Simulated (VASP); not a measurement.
Wanted: the native input for a VASP 6.6.1 run.

```yaml
Task: single point
Functional: PBEsol
Potentials_or_basis: VASP PAW PBE potentials, release 64 (Au)
Cutoff: 520 eV
k_mesh: 20 × 20 × 20
Occupations: gaussian, width 0.15 eV
Spin: no spin polarisation
Dipole_correction: no
Further_INCAR_settings: ALGO = Fast; EDIFF = 1e-06; NBANDS = 12
```

The structure of Au lies in POSCAR:

```
Au
1.0
   -1.6572690000      1.6572690000      1.7235597600
    1.6572690000     -1.6572690000      1.7235597600
    1.6572690000      1.6572690000     -1.7235597600
Au
1
Direct
    0.0000000000      0.0000000000      0.0000000000
```

This cell differs from its parent crystal: strain +0.000 along x and y, +0.040 along z.

These files were run (other wordings do the same):

INCAR

```
ALGO     = Fast           # electronic algorithm
EDIFF    = 1E-6           # SCF threshold, eV
ENCUT    = 520            # plane-wave cutoff, eV
GGA      = PS             # functional
ISIF     = 2              # what is computed and relaxed
ISMEAR   = 0              # smearing method
LASPH    = True           # aspherical terms in the spheres
LCHARG   = False          # write CHGCAR
LREAL    = False          # projectors in reciprocal space
LWAVE    = False          # write WAVECAR
NBANDS   = 12             # bands
NELM     = 80             # most SCF steps
PREC     = Accurate       # precision mode
SIGMA    = 0.15           # smearing width, eV
```

KPOINTS

```
k-points
0
Gamma
  20 20 20
```

Potentials or basis: VASP PAW PBE potentials, release 64 (Au).

Run with:

```bash
$ cat potpaw_PBE.64/Au/POTCAR > POTCAR
$ mpirun -np 1 vasp_std > vasp.out
```

It gave:

The pressure is -13.5 GPa.

Caveat: the cell differs from its parent crystal (strain +0.000 along x and y, +0.040 along z); the PAW data sets were made with another functional, which shifts forces and pressure a little.

It took 2.3 min on 1 thread of Intel(R) Xeon(R) Platinum 8259CL CPU @ 2.50GHz (Skylake/Cascade Lake), on a shared host, peak memory 0.26 GiB.
